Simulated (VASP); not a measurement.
# Rh in VASP: a series of runs

The runs below take Rh through single point, with PBE.

Everything below comes from runs of VASP 6.6.1. Logs are shortened: lines on timing, memory, paths and dates and some standing lists are left out, and cuts for length are marked.

## 1. The cell of the first run

The typed cell holds 1 atom: a = 2.638 Å, b = 2.638 Å, c = 2.552 Å, α = 90.00°, β = 90.00°, γ = 120.02°.

The cell was generated, and may not be a known phase.

## 2. Single point, PBE

Contents of INCAR:

```
SYSTEM = Rh
  PREC = Accurate
  ENCUT = 620
  EDIFF = 1E-6
  ISMEAR = 0
  SIGMA = 0.1
  LREAL = .FALSE.
  LASPH = .TRUE.
  NELM = 120
  ALGO = Normal
  ISIF = 2
  LWAVE = .FALSE.
  LCHARG = .TRUE.
  GGA = PE
  LELF = .TRUE.
  LVHAR = .TRUE.
  NBANDS = 14
  GGA_COMPAT = .FALSE.
```

Contents of KPOINTS:

```
regular mesh
0
G
  6 6 14
  0 0 0
```

Contents of POSCAR:

```
Rh
1.0
    1.3183435369     -2.2844369992      0.0000000000
    1.3183435369      2.2844369992      0.0000000000
    0.0000000000      0.0000000000      2.5520144649
Rh
1
Direct
    0.5000000000      0.5000000000      0.0000000000
```

Potentials or basis: VASP PAW PBE potentials, release 64 (Rh_sv_GW).

On the command line:

```console
$ cat potpaw_PBE.64/Rh_sv_GW/POTCAR > POTCAR
$ mpirun -np 1 vasp_std > vasp.out
```

OUTCAR:

```text
SYSTEM = Rh
   PREC = Accurate
   ENCUT = 620
   EDIFF = 1E-6
   ISMEAR = 0
   LREAL = .FALSE.
   LASPH = .TRUE.
   NELM = 120
   ISIF = 2
   GGA = PE

 ion  position               nearest neighbor table
   1  0.500  0.500  0.000-

  LATTYP: Found a base centered orthorhombic cell.
 ALAT       =     2.6366870738
 B/A-ratio  =     1.7328085854
 C/A-ratio  =     0.9678867433

  Lattice vectors:

 A1 = (   1.3183435369,  -2.2844369992,   0.0000000000)
 A2 = (   1.3183435369,   2.2844369992,   0.0000000000)
 A3 = (   0.0000000000,   0.0000000000,   2.5520144649)

Analysis of symmetry for initial positions (statically):
=====================================================================
 Subroutine PRICEL returns:
 Original cell was already a primitive cell.

 Routine SETGRP: Setting up the symmetry group for a
 base centered orthorhombic supercell.

 Subroutine GETGRP returns: Found  8 space group operations
 (whereof  8 operations were pure point group operations)
 out of a pool of  8 trial point group operations.

The static configuration has the point symmetry D_2h.

Analysis of symmetry for dynamics (positions and initial velocities):
=====================================================================
 Subroutine PRICEL returns:
 Original cell was already a primitive cell.

 Routine SETGRP: Setting up the symmetry group for a
 base centered orthorhombic supercell.

 Subroutine GETGRP returns: Found  8 space group operations
 (whereof  8 operations were pure point group operations)
 out of a pool of  8 trial point group operations.

The dynamic configuration has the point symmetry D_2h.

 Subroutine INISYM returns: Found  8 space group operations
 (whereof  8 operations are pure point group operations),
 and found     1 'primitive' translations

----------------------------------------------------------------------------------------

                                     Primitive cell

  volume of cell :      15.3717

  direct lattice vectors                    reciprocal lattice vectors
     1.318343537 -2.284436999  0.000000000     0.379263816 -0.218872309  0.000000000
     1.318343537  2.284436999  0.000000000     0.379263816  0.218872309  0.000000000
     0.000000000  0.000000000  2.552014465     0.000000000  0.000000000  0.391847309

  length of vectors
     2.637552290  2.637552290  2.552014465     0.437888261  0.437888261  0.391847309

  position of ions in fractional coordinates (direct lattice)
     0.500000000  0.500000000  0.000000000

  ion indices of the primitive-cell ions
   primitive index   ion index
                 1           1

----------------------------------------------------------------------------------------

 KPOINTS: regular mesh

Automatic generation of k-mesh.
 Grid dimensions read from file:
 generate k-points for:    6    6   14

 Generating k-lattice:

  Cartesian coordinates                     Fractional coordinates (reciprocal lattice)
     0.063210636 -0.036478718  0.000000000     0.166666667  0.000000000  0.000000000
     0.063210636  0.036478718  0.000000000     0.000000000  0.166666667  0.000000000
     0.000000000  0.000000000  0.027989093     0.000000000  0.000000000  0.071428571

  Length of vectors
     0.072981377  0.072981377  0.027989093

  Shift w.r.t. Gamma in fractional coordinates (k-lattice)
     0.000000000  0.000000000  0.000000000

 Subroutine IBZKPT returns following result:
 ===========================================

 Found    104 irreducible k-points:

 Following reciprocal coordinates:
            Coordinates               Weight
  0.000000  0.000000  0.000000      1.000000
  0.166667  0.000000  0.000000      4.000000
  0.333333 -0.000000  0.000000      4.000000
  0.500000  0.000000  0.000000      2.000000
  0.166667  0.166667  0.000000      2.000000
  0.333333  0.166667  0.000000      4.000000
[... 16 lines left out ...]
  0.333333  0.333333  0.071429      4.000000
  0.500000  0.333333  0.071429      8.000000
 [... further k-points ...]
   k-points           NKPTS =    104   k-points in BZ     NKDIM =    104   number of bands    NBANDS=     14
   number of dos      NEDOS =    301   number of ions     NIONS =      1
   total plane-waves  NPLWV =  13824
   dimension x,y,z NGX =    24 NGY =   24 NGZ =   24
   dimension x,y,z NGXF=    48 NGYF=   48 NGZF=   48
   ions per type =               1
   NGX,Y,Z   is equivalent  to a cutoff of  15.13, 15.13, 15.63 a.u.
   NGXF,Y,Z  is equivalent  to a cutoff of  30.25, 30.25, 31.27 a.u.
 SYSTEM =  Rh
   PREC   = accura    normal or accurate (medium, high low for compatibility)
   ISTART =      0    job   : 0-new  1-cont  2-samecut
   ICHARG =      2    charge: 1-file 2-atom 10-const
   ISPIN  =      1    spin polarized calculation?
   LNONCOLLINEAR =      F non collinear calculations
   LSORBIT =      F    spin-orbit coupling
   LASPH  =      T    aspherical Exc in radial PAW
   ENCUT  =  620.0 eV  45.57 Ry    6.75 a.u.   5.35  5.35  5.18*2*pi/ulx,y,z
   NELM   =    120;   NELMIN=  2; NELMDL= -5     # of ELM steps
   EDIFF  = 0.1E-05   stopping-criterion for ELM
   LREAL  =      F    real-space projection
   EDIFFG = 0.1E-04   stopping-criterion for IOM
   NSW    =      0    number of steps for IOM
   IBRION =     -1    ionic relax: 0-MD 1-quasi-New 2-CG
   NFREE  =      0    steps in history (QN), initial steepest desc. (CG)
   ISIF   =      2    stress and relaxation
   ISYM   =      2    0-nonsym 1-usesym 2-fastsym
   POTIM  = 0.5000    time-step for ionic-motion
   TEBEG  =    0.0;   TEEND  =   0.0 temperature during run
   PSTRESS=    0.0 pullay stress
   NELECT =      17.0000    total number of electrons
   NUPDOWN=      -1.0000    fix difference up-down
   EMIN   =  10.00;   EMAX   =-10.00  energy-range for DOS
   EFERMI =   0.00;   METHOD = LEGACY
   ISMEAR =     0;   SIGMA  =   0.10  broadening in eV -4-tet -1-fermi 0-gaus
   EFERMI_NEDOS =   21; number of points for ismear=-14 and -15
   IALGO  =     38    algorithm
   IMIX   =      4    mixing-type and parameters
     AMIX     =   0.40;   BMIX     =  1.00
     AMIX_MAG =   1.60;   BMIX_MAG =  1.00
  volume/ion in A,a.u.               =      15.37       103.73
  Fermi-wavevector in a.u.,A,eV,Ry     =   1.692976  3.199261 38.996586  2.866168
  Thomas-Fermi vector in A             =   2.774465
   LORBIT       =      0    0 simple, 1 ext, 2 COOP (PROOUT), +10 PAW based schemes
   GGA     = PE    functional components
   LHFCALC =     F    Hartree Fock is set to
   AEXX    =    0.0000 exact exchange contribution
   IVDW    =     0    specifies the selected vdW correction
   LEPSILON=     F    determine dielectric tensor
   LRPA    =     F    only Hartree local field effects (RPA)
 non-spin polarized calculation
 Gauss-broadening in eV      SIGMA  =   0.10
  energy-cutoff  :      620.00
  volume of cell :       15.37
 maximum number of plane-waves:       559
 NGX is ok and might be reduce to    24
   NGX = 11   NGY = 11   NGZ = 11

 number of electron      17.0000003 magnetization

 Free energy of the ion-electron system (eV)
  ---------------------------------------------------
  ext. energy  EPLUGINS =         0.00000000
  ---------------------------------------------------
  free energy    TOTEN  =        -5.86767189 eV

  energy without entropy =       -5.85773618  energy(sigma->0) =       -5.86270404

 E-fermi :   9.0314     XC(G=0): -13.2952

 val. band max:        8.9749497671   @ k =   0.1667   0.1667   0.1429
 cond. band min:       9.0417297994   @ k =   0.3333  -0.0000   0.0000
 fundamental gap:      0.0667800323
 Fermi energy:         9.0313763188

 k-point     1 :       0.0000    0.0000    0.0000
  band No.  band energies     occupation
      1     -69.4898      2.00000
      2     -37.0395      2.00000
      3     -37.0393      2.00000
      4     -36.9035      2.00000
      5       1.9958      2.00000
      6       3.9631      2.00000
      7       6.4334      2.00000
      8       6.4411      2.00000
      9       9.8777      0.00000
     10       9.8787      0.00000
     11      25.1488      0.00000
     12      25.3778      0.00000
     13      31.7376      0.00000
     14      31.7475      0.00000

 k-point     2 :       0.1667    0.0000    0.0000
  band No.  band energies     occupation
      1     -69.4657      2.00000
      2     -37.2149      2.00000
      3     -37.0811      2.00000
      4     -36.8843      2.00000
      5       2.9441      2.00000
      6       4.3011      2.00000
      7       5.9710      2.00000
      8       7.2019      2.00000
      9       9.2188      0.00802
     10       9.7556      0.00000
     11      25.5263      0.00000
     12      26.8606      0.00000
     13      28.4298      0.00000
     14      29.2426      0.00000

 k-point     3 :       0.3333   -0.0000    0.0000
  band No.  band energies     occupation
      1     -69.4170      2.00000
      2     -37.5574      2.00000
      3     -37.1633      2.00000
      4     -36.8455      2.00000
      5       3.8177      2.00000
      6       4.6798      2.00000
      7       7.4264      2.00000
      8       8.1193      2.00000
      9       9.0417      0.88359
     10       9.5189      0.00000
     11      20.4049      0.00000
     12      25.7052      0.00000
     13      28.8440      0.00000
     14      30.4310      0.00000

 k-point     4 :       0.5000    0.0000    0.0000
  band No.  band energies     occupation
      1     -69.3925      2.00000
      2     -37.7250      2.00000
      3     -37.2041      2.00000
      4     -36.8259      2.00000
      5       3.4870      2.00000
      6       5.0818      2.00000
      7       7.6447      2.00000
      8       9.4042      0.00000
      9       9.9831      0.00000
     10      10.2178      0.00000
     11      16.8411      0.00000
     12      23.9285      0.00000
     13      28.0351      0.00000
     14      32.0434      0.00000

 k-point     5 :       0.1667    0.1667    0.0000
  band No.  band energies     occupation
      1     -69.4292      2.00000
      2     -37.4404      2.00000
      3     -37.1765      2.00000
      4     -36.8552      2.00000
      5       4.2608      2.00000
      6       5.0253      2.00000
      7       5.2574      2.00000
      8       8.4781      2.00000
      9       9.0508      0.78408
     10       9.4501      0.00000
     11      23.3449      0.00000
[... 276 lines left out ...]
 k-point    22 :      -0.1667    0.1667    0.0714
  band No.  band energies     occupation
      1     -69.4622      2.00000
      2     -37.2118      2.00000
      3     -37.0781      2.00000
      4     -36.9173      2.00000
      5       3.0737      2.00000
      6       4.4241      2.00000
      7       5.9915      2.00000
      8       7.2242      2.00000
      9       9.1180      0.22074
     10       9.6460      0.00000
     11      25.5957      0.00000
     12      25.7935      0.00000
     13      28.8695      0.00000
     14      29.5187      0.00000

 k-point    23 :       0.3333    0.3333    0.0714
  band No.  band energies     occupation
      1     -69.3769      2.00000
      2     -37.5176      2.00000
      3     -37.5167      2.00000
      4     -36.8477      2.00000
      5       5.4696      2.00000
      6       5.8717      2.00000
      7       5.8755      2.00000
      8       8.1461      2.00000
      9       8.1471      2.00000
     10      16.4856      0.00000
     11      16.4886      0.00000
     12      16.9606      0.00000
     13      31.1105      0.00000
     14      31.1131      0.00000

 k-point    24 :       0.5000    0.3333    0.0714
  band No.  band energies     occupation
      1     -69.3892      2.00000
      2     -37.6342      2.00000
      3     -37.2912      2.00000
      4     -36.8578      2.00000
      5       4.4364      2.00000
      6       5.2663      2.00000
      7       6.8810      2.00000
      8       7.9975      2.00000
      9       8.9193      1.88699
     10      12.2813      0.00000
     11      18.0463      0.00000
     12      21.4597      0.00000
     13      28.6933      0.00000
     14      32.6542      0.00000

 [... further k-points ...]

------------------------ aborting loop because EDIFF is reached ----------------------------------------

  FORCE on cell =-STRESS in cart. coord.  units (eV):
  Direction    XX          YY          ZZ          XY          YZ          ZX
  --------------------------------------------------------------------------------------
  -------------------------------------------------------------------------------------
  Total       -0.0374073     -0.0497261     -0.0420846     -0.0000000      0.0000000      0.0000000
  in kB       -3.8989359     -5.1829145     -4.3864504     -0.0000000      0.0000000      0.0000000
  external PRESSURE =      -4.4894336 kB  Pullay stress =       0.0000000 kB

 VOLUME and BASIS-vectors are now :
 -----------------------------------------------------------------------------
  energy-cutoff  :      620.00
  volume of cell :       15.37
      direct lattice vectors                 reciprocal lattice vectors
     1.318343537 -2.284436999  0.000000000     0.379263816 -0.218872309  0.000000000
     1.318343537  2.284436999  0.000000000     0.379263816  0.218872309  0.000000000
     0.000000000  0.000000000  2.552014465     0.000000000  0.000000000  0.391847309

 POSITION                                       TOTAL-FORCE (eV/Angst)
 -----------------------------------------------------------------------------------
      1.31834      0.00000      0.00000        -0.000000     -0.000000      0.000000
 -----------------------------------------------------------------------------------
    total drift:                               -0.000000     -0.000000     -0.000000

  FREE ENERGIE OF THE ION-ELECTRON SYSTEM (eV)
  ---------------------------------------------------
  free  energy   TOTEN  =        -5.8676718943 eV

  energy  without entropy=       -5.8577361798  energy(sigma->0) =       -5.86270404
```

It took 11 s on 1 thread of Intel Xeon 6975P-C (Granite Rapids), shared host; peak memory 0.17 GiB.

What came out:

```yaml
Free_energy: -5.8677 eV
Pressure: -0.4 GPa
Band_gap_on_the_k_mesh: zero (an odd number of electrons rules out a gap without spin polarisation)
```

Caveat: the k points lie up to 0.46 Å⁻¹ apart, too coarse for converged energies and pressures of a metal.

## 3. Single point, PBE, collinear spin, ferromagnetic start

Contents of INCAR:

```
ALGO     = Normal         # electronic algorithm
EDIFF    = 1E-6           # SCF threshold, eV
ENCUT    = 620            # plane-wave cutoff, eV
GGA      = PE             # functional
GGA_COMPAT= F            
ISIF     = 2              # what is computed and relaxed
ISMEAR   = 0              # smearing method
ISPIN    = 2              # spin polarisation
LASPH    = T              # aspherical terms in the spheres
LCHARG   = T              # write CHGCAR
LELF     = T              # ELF
LMAXMIX  = 4              # l up to which the mixer works
LORBIT   = 11             # projections on sites
LREAL    = F              # projectors in reciprocal space
LVHAR    = T            
LWAVE    = F              # write WAVECAR
MAGMOM   = 1              # initial moments
NBANDS   = 18             # bands
NELM     = 200            # most SCF steps
PREC     = Accurate       # precision mode
SIGMA    = 0.1            # smearing width, eV
```

Contents of KPOINTS:

```
k-points
0
Gamma
  6 6 6
```

Contents of POSCAR:

```
Rh
1.0
    2.6371196821      0.0000000000      0.0000000000
   -1.3185598411      2.2838126375      0.0000000000
    0.0000000000      0.0000000000      2.5520144649
Rh
1
Direct
    0.0000000000      0.0000000000      0.0000000000
```

Potentials or basis: VASP PAW PBE potentials, release 64 (Rh_sv_GW).

On the command line:

```console
$ cat potpaw_PBE.64/Rh_sv_GW/POTCAR > POTCAR
$ mpirun -np 1 vasp_std > vasp.out
```

It took 16 s on 1 thread of Intel Xeon 6975P-C (Granite Rapids), shared host; peak memory 0.17 GiB.

It converged, with:

- Free energy: -5.7879 eV
- Pressure: 0.7 GPa
- Net moment: 0.00 μB per cell
- Valence electrons inside the program's atomic spheres: Rh 14.94

Stress tensor (GPa, compression positive):
```
-0.78  0.00  0.00
 0.00 -0.78  0.00
 0.00  0.00  3.73
```

Levels at points of the mesh, in eV from the Fermi level:
Spin up:
| k point | band 5 | band 6 | band 7 | band 8 | band 9 | band 10 | band 11 | band 12 | band 13 | band 14 |
| --- | --- | --- | --- | --- | --- | --- | --- | --- | --- | --- |
| (0.00, 0.00, 0.00) | -7.11 | -5.15 | -2.63 | -2.63 | 0.79 | 0.79 | 16.04 | 16.29 | 22.61 | 22.61 |
| (0.50, 0.00, 0.00) | -5.59 | -4.04 | -1.45 | 0.32 | 0.88 | 1.16 | 7.75 | 14.82 | 18.93 | 22.94 |
| (0.00, 0.00, 0.50) | -4.81 | -2.20 | -2.20 | -1.05 | -1.05 | -0.35 | 6.07 | 19.17 | 22.52 | 22.52 |
| (0.50, 0.00, 0.50) | -5.50 | -4.67 | -1.90 | 1.32 | 2.04 | 6.54 | 6.69 | 14.94 | 15.50 | 17.89 |
Spin down:
```
           k point  band 6  band 7  band 8  band 9  band 10  band 11  band 12  band 13
(0.00, 0.00, 0.00)   -5.15   -2.63   -2.63    0.79     0.79    16.05    16.29    22.61
(0.50, 0.00, 0.00)   -4.04   -1.45    0.32    0.88     1.16     7.75    14.82    18.93
(0.00, 0.00, 0.50)   -2.20   -2.20   -1.05   -1.05    -0.35     6.07    19.17    22.52
(0.50, 0.00, 0.50)   -4.67   -1.90    1.32    2.04     6.54     6.69    14.94    15.50
```

Caveat: the k points lie up to 0.46 Å⁻¹ apart.

The gap in the log of VASP goes by the Fermi energy; the results here count the filled bands.